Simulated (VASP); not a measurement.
# Hf (I4_1/amd) in VASP: further runs

Hf is run at these levels: PBE; tasks: relaxation of shape and atoms at fixed volume.

Program: VASP 6.6.1. These are calculated values, not measurements. Logs are shortened: lines on timing, memory, paths and dates and some standing lists are left out, and cuts for length are marked.

### 1 The cell of the first run

It takes space group I4_1/amd (No. 141, tetragonal). The conventional cell has a = 4.103 Å, b = 4.103 Å, c = 2.216 Å, α = 90.00°, β = 90.00°, γ = 90.00°. Within 2.8 Å of Hf (site symmetry -4m2) lie 10 Hf at 2.13 to 2.64 Å.

### 2 Relaxation of shape and atoms at fixed volume, PBE

INCAR

```
SYSTEM = Hf
  ALGO = Normal
  EDIFF = 1E-6
  EDIFFG = -0.005
  ENCUT = 600
  GGA = PE
  IBRION = 2
  ISIF = 4
  ISMEAR = -1
  LASPH = .TRUE.
  LCHARG = .FALSE.
  LREAL = .FALSE.
  LWAVE = .FALSE.
  NELM = 80
  NSW = 50
  PREC = Accurate
  SIGMA = 0.05
```

KPOINTS

```
k-points
0
G
  14 14 14
  0 0 0
```

POSCAR

```
Hf
1.0
   -2.0515689099      2.0515689099      1.1077547274
    2.0515689099     -2.0515689099      1.1077547274
    2.0515689099      2.0515689099     -1.1077547274
Hf
2
Direct
   -0.3750000000     -0.1250000000     -0.2500000000
    0.3750000000      0.1250000000      0.2500000000
```

Potentials or basis: VASP PAW PBE potentials, release 64 (Hf_pv).

Launch:

```bash
cat potpaw_PBE.64/Hf_pv/POTCAR > POTCAR
mpirun -np 1 vasp_std > vasp.out
```

OUTCAR:

```text
SYSTEM = Hf
   EDIFF = 1E-6
   EDIFFG = -0.005
   ENCUT = 600
   GGA = PE
   IBRION = 2
   ISIF = 4
   ISMEAR = -1
   LASPH = .TRUE.
   LREAL = .FALSE.
   NELM = 80
   NSW = 50
   PREC = Accurate

 ion  position               nearest neighbor table
   1  0.625  0.875  0.750-   2 2.13   2 2.13   2 2.13   2 2.13   2 2.64   2 2.64   2 2.64   2 2.64
                             2 3.45   2 3.45
   2  0.375  0.125  0.250-   1 2.13   1 2.13   1 2.13   1 2.13   1 2.64   1 2.64   1 2.64   1 2.64
                             1 3.45   1 3.45

  LATTYP: Found a body centered tetragonal cell.
 ALAT       =     4.1031378198
 C/A-ratio  =     0.5399549204

  Lattice vectors:

 A1 = (  -2.0515689099,   2.0515689099,   1.1077547274)
 A2 = (   2.0515689099,  -2.0515689099,   1.1077547274)
 A3 = (   2.0515689099,   2.0515689099,  -1.1077547274)

Analysis of symmetry for initial positions (statically):
=====================================================================
 Subroutine PRICEL returns:
 Original cell was already a primitive cell.

 Routine SETGRP: Setting up the symmetry group for a
 body centered tetragonal supercell.

 Subroutine GETGRP returns: Found 16 space group operations
 (whereof  4 operations were pure point group operations)
 out of a pool of 16 trial point group operations.

The static configuration has the point symmetry C_2h.
 The point group associated with its full space group is D_4h.

Analysis of symmetry for dynamics (positions and initial velocities):
=====================================================================
 Subroutine PRICEL returns:
 Original cell was already a primitive cell.

 Routine SETGRP: Setting up the symmetry group for a
 body centered tetragonal supercell.

 Subroutine GETGRP returns: Found 16 space group operations
 (whereof  4 operations were pure point group operations)
 out of a pool of 16 trial point group operations.

The dynamic configuration has the point symmetry C_2h.
 The point group associated with its full space group is D_4h.

 Subroutine INISYM returns: Found 16 space group operations
 (whereof  4 operations are pure point group operations),
 and found     1 'primitive' translations

----------------------------------------------------------------------------------------

                                     Primitive cell

  volume of cell :      18.6499

  direct lattice vectors                    reciprocal lattice vectors
[... 125 lines left out ...]

--------------------------------------- Ionic step        1  -------------------------------------------

 number of electron      19.9999999 magnetization

 Free energy of the ion-electron system (eV)
  ---------------------------------------------------
  ext. energy  EPLUGINS =         0.00000000
  ---------------------------------------------------
  free energy    TOTEN  =        -0.14382777 eV

  energy without entropy =       -0.13662902  energy(sigma->0) =       -0.14022840

------------------------ aborting loop because EDIFF is reached ----------------------------------------

  FORCE on cell =-STRESS in cart. coord.  units (eV):
  Direction    XX          YY          ZZ          XY          YZ          ZX
  --------------------------------------------------------------------------------------
  -------------------------------------------------------------------------------------
  Total       53.7094772     53.7094772     56.8115295     -0.0000000      0.0000000     -0.0000000
  in kB     4614.0860125   4614.0860125   4880.5778286     -0.0000000      0.0000000     -0.0000000
  external PRESSURE =    4702.9166179 kB  Pullay stress =       0.0000000 kB
[... 89 lines left out ...]
  FREE ENERGIE OF THE ION-ELECTRON SYSTEM (eV)
  ---------------------------------------------------
  free  energy   TOTEN  =        -0.1596445705 eV

  energy  without entropy=       -0.1516968496  energy(sigma->0) =       -0.15567071

[... ionic steps 4 to 13 ...]

--------------------------------------- Ionic step       14  -------------------------------------------

 number of electron      19.9999999 magnetization

------------------------ aborting loop because EDIFF is reached ----------------------------------------
[... 67 lines left out ...]
--------------------------------------- Ionic step       16  -------------------------------------------

 number of electron      19.9999999 magnetization

 Free energy of the ion-electron system (eV)
  ---------------------------------------------------
  ext. energy  EPLUGINS =         0.00000000
  ---------------------------------------------------
  free energy    TOTEN  =        -0.15969130 eV

  energy without entropy =       -0.15177860  energy(sigma->0) =       -0.15573495

 E-fermi :  12.7175     XC(G=0): -15.9472

 val. band max:       12.6913394550   @ k =  -0.2857  -0.3571   0.2143
 cond. band min:      12.7325301107   @ k =  -0.1429   0.3571   0.1429
 fundamental gap:      0.0411906558
 Fermi energy:        12.7175416354

 k-point     1 :       0.0000    0.0000    0.0000
  band No.  band energies     occupation
      1     -21.8560      2.00000
      2     -21.8560      2.00000
      3     -14.4352      2.00000
      4     -14.3228      2.00000
      5     -14.1284      2.00000
      6     -14.1284      2.00000
      7       1.7463      2.00000
      8       5.4895      2.00000
      9       8.0817      2.00000
     10       9.4014      2.00000
     11      10.6753      2.00000
     12      17.8523      0.00000
     13      17.8523      0.00000
     14      18.8084      0.00000
[... 377 lines left out ...]
      1     -22.3215      2.00000
      2     -20.9336      2.00000
      3     -20.4405      2.00000
      4     -19.0956      2.00000
      5     -15.1448      2.00000
      6     -14.3469      2.00000
      7       4.5398      2.00000
      8       5.3491      2.00000
      9       9.9819      2.00000
     10      11.3718      2.00000
     11      14.2793      0.00000
     12      15.2888      0.00000
     13      18.4026      0.00000
     14      22.6576      0.00000

 [... further k-points ...]

------------------------ aborting loop because EDIFF is reached ----------------------------------------

  FORCE on cell =-STRESS in cart. coord.  units (eV):
  Direction    XX          YY          ZZ          XY          YZ          ZX
  --------------------------------------------------------------------------------------
  -------------------------------------------------------------------------------------
  Total       54.6858119     54.6858119     54.6976078     -0.0000000      0.0000000     -0.0000000
  in kB     4697.9611970   4697.9611970   4698.9745567     -0.0000000      0.0000000     -0.0000000
  external PRESSURE =    4698.2989836 kB  Pullay stress =       0.0000000 kB
[... 17 lines left out ...]
  FREE ENERGIE OF THE ION-ELECTRON SYSTEM (eV)
  ---------------------------------------------------
  free  energy   TOTEN  =        -0.1596912978 eV

  energy  without entropy=       -0.1517785987  energy(sigma->0) =       -0.15573495

 reached required accuracy - stopping structural energy minimisation
```

CONTCAR:

```text
Hf
   1.00000000000000
    -2.0408398593048158    2.0408398593048158    1.1194326624735715
     2.0408398593048158   -2.0408398593048158    1.1194326624735715
     2.0408398593048158    2.0408398593048158   -1.1194326624735715
  Hf
     2
Direct
     0.6250000000000000    0.8750000000000000    0.7500000000000000
     0.3750000000000000    0.1250000000000000    0.2500000000000000

  0.00000000E+00  0.00000000E+00  0.00000000E+00
  0.00000000E+00  0.00000000E+00  0.00000000E+00
```

Run time: 5.6 min. Hardware: 1 thread of Intel Xeon Platinum 8488C (Sapphire Rapids), shared host; peak memory 0.22 GiB.

What came out:

* Free energy: -0.1597 eV
* Energy gained by relaxing: 7.9 meV/atom
* Ionic steps: 16
* Pressure after relaxing: 469.8 GPa
* Band gap on the k mesh: zero (bands 10 and 11 overlap by 4.69 eV)

Step by step:
```tsv
step	energy change (eV)	largest force (eV/Å)	pressure (GPa)	volume (Å³)
1	0.0000	0.0000	470.29	18.65
2	0.1686	0.0000	474.92	18.65
3	-0.0158	0.0000	469.84	18.65
4	-0.0159	0.0000	469.83	18.65
5	-0.0159	0.0000	469.83	18.65
6	-0.0159	0.0000	469.83	18.65
7	-0.0159	0.0000	469.83	18.65
8	-0.0159	0.0000	469.83	18.65
9	-0.0159	0.0000	469.83	18.65
10	-0.0159	0.0000	469.83	18.65
11	-0.0159	0.0000	469.83	18.65
12	-0.0159	0.0000	469.83	18.65
13	-0.0159	0.0000	469.83	18.65
14	-0.0159	0.0000	469.83	18.65
15	-0.0159	0.0000	469.83	18.65
16	-0.0159	0.0000	469.83	18.65
```

Final structure:
```xyz
2
Lattice="-2.0408 2.0408 1.1194 2.0408 -2.0408 1.1194 2.0408 2.0408 -1.1194" Properties=species:S:1:pos:R:3 pbc="T T T"
Hf    2.0408    1.0204    0.8396
Hf    0.0000    1.0204    0.2799
```

Caveat: spin-orbit coupling is left out, which moves the levels of the heavy elements.

### 3 Relaxation of shape and atoms at fixed volume, PBE

This run uses another cell than the first one, of 10.49 Å³/atom.

INCAR

```
SYSTEM = Hf
PREC = Accurate
ENCUT = 600
EDIFF = 1E-6
ISMEAR = -1
SIGMA = 0.05
LREAL = .False.
LASPH = .True.
NELM = 100
ALGO = Normal
ISIF = 4
LWAVE = .False.
LCHARG = .False.
GGA = PE
IBRION = 2
NSW = 50
EDIFFG = -0.005
```

KPOINTS

```
regular mesh
0
Gamma
  14 14 14
  0 0 0
```

POSCAR

```
Hf
1.0
   -2.1337176506      2.1337176506      1.1521113442
    2.1337176506     -2.1337176506      1.1521113442
    2.1337176506      2.1337176506     -1.1521113442
Hf
2
Direct
   -0.3750000000     -0.1250000000     -0.2500000000
    0.3750000000      0.1250000000      0.2500000000
```

Potentials or basis: VASP PAW PBE potentials, release 64 (Hf_pv).

Launch:

```bash
cat potpaw_PBE.64/Hf_pv/POTCAR > POTCAR
mpirun -np 1 vasp_std > vasp.out
```

Wall time 3.4 min (1 thread of Intel Xeon Platinum 8488C (Sapphire Rapids), shared host); peak memory 0.22 GiB.

Results (log left out):

| Quantity | Value |
| --- | --- |
| Free energy | -5.7955 eV |
| Energy gained by relaxing | 6.8 meV/atom |
| Ionic steps | 4 |
| Pressure after relaxing | 317.0 GPa |
| Band gap on the k mesh | zero (bands 10 and 11 overlap by 3.83 eV) |

The path:
```tsv
step	energy change (eV)	largest force (eV/Å)	pressure (GPa)	volume (Å³)
1	0.0000	0.0000	316.91	20.98
2	0.0592	0.0000	318.59	20.98
3	-0.0136	0.0000	316.98	20.98
4	-0.0137	0.0000	316.97	20.98
```

Final structure:
```yaml
crystal:
  lattice:
    - [-2.12174, 2.12174, 1.16515]
    - [2.12174, -2.12174, 1.16515]
    - [2.12174, 2.12174, -1.16515]
  atoms:
    - { symbol: Hf, position: [0.62500, 0.87500, 0.75000] }
    - { symbol: Hf, position: [0.37500, 0.12500, 0.25000] }
```

Levels at points of the mesh, in eV from the Fermi level:
```
           k point  band 6  band 7  band 8  band 9  band 10  band 11  band 12  band 13  band 14
(0.00, 0.00, 0.00)  -27.13   -9.25   -7.56   -3.75    -2.69    -1.33     5.19     5.19     5.99
(0.50, 0.00, 0.00)  -27.01   -6.71   -5.97   -3.19     0.17     1.43     3.94     5.46     6.32
(0.50, 0.50, 0.00)  -27.05   -4.44   -4.44   -1.64    -1.64     3.08     3.08     6.11     6.11
(0.50, 0.50, 0.50)  -26.13   -4.09   -4.09   -0.30    -0.30     3.89     3.89     5.23     5.23
```

Caveat: spin-orbit coupling is left out, which moves the levels of the heavy elements.

### 4 Relaxation of shape and atoms at fixed volume, PBE

This run uses another cell than the first one, of 12.82 Å³/atom.

INCAR

```
SYSTEM = Hf
PREC     = Accurate       ! precision mode
ENCUT    = 600            ! plane-wave cutoff, eV
EDIFF    = 1E-6           ! SCF threshold, eV
ISMEAR   = -1             ! smearing method
SIGMA    = 0.05           ! smearing width, eV
LREAL    = .FALSE.        ! projectors in reciprocal space
LASPH    = .TRUE.         ! aspherical terms in the spheres
NELM     = 60             ! most SCF steps
ALGO     = Normal         ! electronic algorithm
ISIF     = 4              ! what is computed and relaxed
LWAVE    = .FALSE.        ! write WAVECAR
LCHARG   = .FALSE.        ! write CHGCAR
GGA      = PE             ! functional
IBRION   = 2              ! ionic algorithm
NSW      = 50             ! ionic steps
EDIFFG   = -0.005         ! ionic threshold
```

KPOINTS

```
Automatic mesh
0
G
  14 14 14
  0 0 0
```

POSCAR

```
Hf
1.0
   -2.2813242050      2.2813242050      1.2318122295
    2.2813242050     -2.2813242050      1.2318122295
    2.2813242050      2.2813242050     -1.2318122295
Hf
2
Direct
   -0.3750000000     -0.1250000000     -0.2500000000
    0.3750000000      0.1250000000      0.2500000000
```

Launch:

```bash
cat potpaw_PBE.64/Hf_pv/POTCAR > POTCAR
mpirun -np 1 vasp_std > vasp.out
```

It took 2.5 min on 1 thread of Intel Xeon Platinum 8488C (Sapphire Rapids), shared host; peak memory 0.24 GiB.

The run converged. Its results:

```yaml
Free_energy: -12.3540 eV
Energy_gained_by_relaxing: 6.6 meV/atom
Ionic_steps: 3
Pressure_after_relaxing: 155.5 GPa
Band_gap_on_the_k_mesh: zero (bands 10 and 11 overlap by 2.60 eV)
```

The path:
```
step  energy change (eV)  largest force (eV/Å)  pressure (GPa)  volume (Å³)
   1              0.0000                0.0000          155.73        25.64
   2              0.0099                0.0000          155.79        25.64
   3             -0.0132                0.0000          155.45        25.64
```

Final structure:
```
Hf
1.0
    -2.26600    2.26600    1.24853
     2.26600   -2.26600    1.24853
     2.26600    2.26600   -1.24853
Hf
2
Direct
  0.62500 0.87500 0.75000
  0.37500 0.12500 0.25000
```

Levels at points of the mesh, in eV from the Fermi level:
```tsv
k point	band 6	band 7	band 8	band 9	band 10	band 11	band 12	band 13	band 14
(0.00, 0.00, 0.00)	-27.76	-7.76	-6.94	-2.63	-1.93	-0.49	5.01	5.01	5.58
(0.50, 0.00, 0.00)	-27.61	-5.14	-4.71	-2.26	-0.04	1.85	3.45	4.29	5.25
(0.50, 0.50, 0.00)	-27.69	-3.87	-3.87	-1.29	-1.29	2.32	2.32	4.51	4.51
(0.50, 0.50, 0.50)	-27.16	-3.82	-3.82	-0.01	-0.01	2.74	2.74	4.89	4.89
```

Caveat: spin-orbit coupling is left out, which moves the levels of the heavy elements.

### 5 Relaxation of shape and atoms at fixed volume, PBE

This run uses another cell than the first one, of 15.15 Å³/atom.

INCAR

```
PREC = Accurate
ENCUT = 600
EDIFF = 1E-6
ISMEAR = -1
SIGMA = 0.05
LREAL = F
LASPH = T
NELM = 80
ALGO = Normal
ISIF = 4
LWAVE = F
LCHARG = F
GGA = PE
IBRION = 2
NSW = 50
EDIFFG = -0.005
```

KPOINTS

```
regular mesh
0
Gamma
  14 14 14
```

POSCAR

```
Hf
1.0
   -2.4119625710      2.4119625710      1.3023510581
    2.4119625710     -2.4119625710      1.3023510581
    2.4119625710      2.4119625710     -1.3023510581
Hf
2
Direct
   -0.3750000000     -0.1250000000     -0.2500000000
    0.3750000000      0.1250000000      0.2500000000
```

Launch:

```bash
cat potpaw_PBE.64/Hf_pv/POTCAR > POTCAR
mpirun -np 1 vasp_std > vasp.out
```

It took 3.4 min on 1 thread of Intel Xeon Platinum 8488C (Sapphire Rapids), shared host; peak memory 0.26 GiB.

The run converged. Its results:

```
Free energy               : -15.6583 eV
Energy gained by relaxing : 4.3 meV/atom
Ionic steps               : 3
Pressure after relaxing   : 80.1 GPa
Band gap on the k mesh    : zero (bands 10 and 11 overlap by 1.64 eV)
```

The path:
```tsv
step	energy change (eV)	largest force (eV/Å)	pressure (GPa)	volume (Å³)
1	0.0000	0.0000	80.28	30.31
2	-0.0055	0.0000	80.16	30.31
3	-0.0086	0.0000	80.11	30.31
```

Final structure:
```
Hf
1.0
    -2.39611    2.39611    1.31964
     2.39611   -2.39611    1.31964
     2.39611    2.39611   -1.31964
Hf
2
Direct
  0.62500 0.87500 0.75000
  0.37500 0.12500 0.25000
```

Levels at points of the mesh, in eV from the Fermi level:
| k point | band 7 | band 8 | band 9 | band 10 | band 11 | band 12 | band 13 | band 14 |
| --- | --- | --- | --- | --- | --- | --- | --- | --- |
| (0.00, 0.00, 0.00) | -7.64 | -5.45 | -1.98 | -1.50 | -0.07 | 4.77 | 4.77 | 5.16 |
| (0.50, 0.00, 0.00) | -4.07 | -3.96 | -1.74 | -0.16 | 1.99 | 2.89 | 2.97 | 4.92 |
| (0.50, 0.50, 0.00) | -3.74 | -3.74 | -1.00 | -1.00 | 1.81 | 1.81 | 3.61 | 3.61 |
| (0.50, 0.50, 0.50) | -3.63 | -3.63 | 0.13 | 0.13 | 1.83 | 1.83 | 4.49 | 4.49 |

Caveat: spin-orbit coupling is left out, which moves the levels of the heavy elements.

### 6 Summary

```csv
cell,gap on the mesh (eV),pressure (GPa)
"relaxed from a = 3.106 Å, angles 97.3, 97.3, 138.2°, 2 atoms",none,469.8
"relaxed from a = 3.230 Å, angles 97.3, 97.3, 138.2°, 2 atoms",none,317.0
"relaxed from a = 3.453 Å, angles 97.3, 97.3, 138.2°, 2 atoms",none,155.5
"relaxed from a = 3.651 Å, angles 97.3, 97.3, 138.2°, 2 atoms",none,80.1
```

Alike in all rows: task relaxation of shape and atoms at fixed volume; level PBE; potentials or basis VASP PAW PBE potentials, release 64 (Hf_pv); no spin polarisation; k mesh 14 × 14 × 14; cutoff (eV) 600; smearing fermi-dirac 0.05 eV.

Caveats: spin-orbit coupling is left out, which moves the levels of the heavy elements.

Total energies depend on the potentials used, so only differences within one code and one set of settings carry meaning.
